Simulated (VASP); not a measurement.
# TaSi2: single point with PBEsol

Crystal: TaSi2.

```
Ta Si
1.0
     4.87988    0.00000    0.00000
    -2.43994    4.22610    0.00000
     0.00000    0.00000    6.22799
Ta Si
3 6
Direct
  0.50000 0.00000 0.50000
  0.50000 0.50000 0.83333
  0.00000 0.50000 0.16667
  0.15927 0.31854 0.50000
  0.84073 0.15927 0.83333
  0.68146 0.84073 0.16667
  0.84073 0.68146 0.50000
  0.15927 0.84073 0.83333
  0.31854 0.15927 0.16667
```

This cell differs from its parent crystal: strain +0.025 along x and y, -0.050 along z.

| Quantity | Value |
| --- | --- |
| Program | VASP 6.6.1 |
| Task | single point |
| Functional | PBEsol |
| Potentials or basis | VASP PAW PBE potentials, release 64 (Ta_pv, Si) |
| Cutoff | 520 eV |
| k mesh | 12 × 12 × 6 |
| Occupations | gaussian, width 0.15 eV |
| Spin | no spin polarisation |

```json
{"Pressure": "4.1 GPa", "Largest force": "0.195 eV/Å", "Band gap on the k mesh": "zero (an odd number of electrons rules out a gap without spin polarisation)"}
```

Forces in eV/Å, atoms in the order of the input:
```
Ta   0.000  0.000  0.000
Ta   0.000  0.000  0.000
Ta   0.000  0.000  0.000
Si   0.000 -0.195  0.000
Si   0.169 -0.097  0.000
Si   0.169  0.097  0.000
Si   0.000  0.195  0.000
Si  -0.169  0.097  0.000
Si  -0.169 -0.097  0.000
```

Stress tensor (GPa, compression positive):
```
-5.53  0.00  0.00
 0.00 -5.53  0.00
 0.00  0.00 23.22
```

Levels at points of the mesh, in eV from the Fermi level:
```tsv
k point	band 26	band 27	band 28	band 29	band 30	band 31	band 32	band 33
(0.00, 0.00, 0.00)	-2.36	-1.86	-1.86	-1.68	1.00	2.62	2.62	3.18
(0.50, 0.00, 0.00)	-1.21	-0.59	-0.25	0.08	0.87	1.08	1.47	2.29
(0.00, 0.00, 0.50)	-2.16	-2.09	-2.09	1.63	1.63	2.95	2.95	3.48
(0.50, 0.00, 0.50)	-1.86	-1.51	-0.74	-0.73	1.34	1.83	2.34	2.34
```

Run time: 2.6 min on 1 thread of Intel(R) Xeon(R) 6975P-C (Granite Rapids) (shared host), peak memory 0.43 GiB.

Caveat: the cell differs from its parent crystal (strain +0.025 along x and y, -0.050 along z); the stress differs along the axes, from -6 to 23 GPa; the PAW data sets were made with another functional, which shifts forces and pressure a little; spin-orbit coupling is left out, which moves the levels of the heavy elements.
